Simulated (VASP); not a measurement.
Here is a VASP 6.6.1 calculation.

INCAR

```
SYSTEM = CoOs2
PREC = Accurate
ENCUT = 520
EDIFF = 1E-6
ISMEAR = 0
SIGMA = 0.1
LREAL = .FALSE.
LASPH = .TRUE.
NELM = 60
ALGO = Fast
ISIF = 2
LWAVE = .FALSE.
LCHARG = .FALSE.
GGA = PE
NBANDS = 20
```

KPOINTS

```
regular mesh
0
G
  12 12 18
  0 0 0
```

Contents of POSCAR:

```
CoOs2
1.0
    4.2481907110      0.0000000000      0.0000000000
   -2.1240953555      3.6790410759      0.0000000000
    0.0000000000      0.0000000000      2.6542708765
Co Os
1 2
Direct
    0.0000000000      0.0000000000      0.0000000000
    0.3333333333      0.6666666667      0.5000000000
    0.6666666667      0.3333333333      0.5000000000
```

Potentials or basis: VASP PAW PBE potentials, release 64 (Co, Os).

Run with:

```sh
$ cat potpaw_PBE.64/Co/POTCAR potpaw_PBE.64/Os/POTCAR > POTCAR
$ mpirun -np 1 vasp_std > vasp.out
```

Question: What does it give for the band gap on the k mesh?

Answer: Zero (an odd number of electrons rules out a gap without spin polarisation).

Question: Predict the pressure.

Answer: -0.5 GPa.

Stress tensor (GPa, compression positive):
```
-0.65  0.00  0.00
 0.00 -0.65  0.00
 0.00  0.00 -0.20
```

Caveat: spin-orbit coupling is left out, which moves the levels of the heavy elements; the run has no spin polarisation, though such a crystal can be magnetic. Spin polarisation is off, so any magnetic state and its effect on volume and gap are missing.
